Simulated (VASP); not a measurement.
Crystal: Co.

```
Co
1.0
     2.27093    0.00000    0.00000
     0.00000    2.27093    0.00000
     0.00000    0.00000    2.27093
Co
1
Direct
  0.00000 0.00000 0.00000
```

```yaml
Program: VASP 6.6.1
Task: relaxation of cell and atoms
Functional: PBE
Potentials_or_basis: VASP PAW PBE potentials, release 64 (Co)
Cutoff: 600 eV
k_mesh: 17 × 17 × 17
Occupations: fermi-dirac, width 0.05 eV
Spin: collinear spin, ferromagnetic start
Starting_moments: "[1.7] μB"
```

At the start: pressure 13.3 GPa; volume 11.71 Å³/atom.

**Question.** Where does the relaxation end?

**Answer.** Over 6 steps the energy falls by 39.9 meV/atom and the volume is 12.74 Å³/atom (+8.8 %); space group Pm-3m (No. 221, to 0.05 Å); moment 1.87 μB per cell.

Step by step:
| step | energy change (eV) | largest force (eV/Å) | pressure (GPa) | volume (Å³) |
| --- | --- | --- | --- | --- |
| 1 | 0.0000 | 0.0000 | 13.34 | 11.71 |
| 2 | -0.0243 | 0.0000 | -6.89 | 13.44 |
| 3 | -0.0399 | 0.0000 | 0.24 | 12.74 |
| 4 | -0.0399 | 0.0000 | -0.19 | 12.76 |
| 5 | -0.0399 | 0.0000 | 0.13 | 12.73 |
| 6 | -0.0399 | 0.0000 | -0.01 | 12.74 |

Final structure:
```yaml
crystal:
  lattice:
    - [2.33583, 0.00000, 0.00000]
    - [0.00000, 2.33583, 0.00000]
    - [0.00000, 0.00000, 2.33583]
  atoms:
    - { symbol: Co, position: [0.00000, 0.00000, 0.00000] }
```
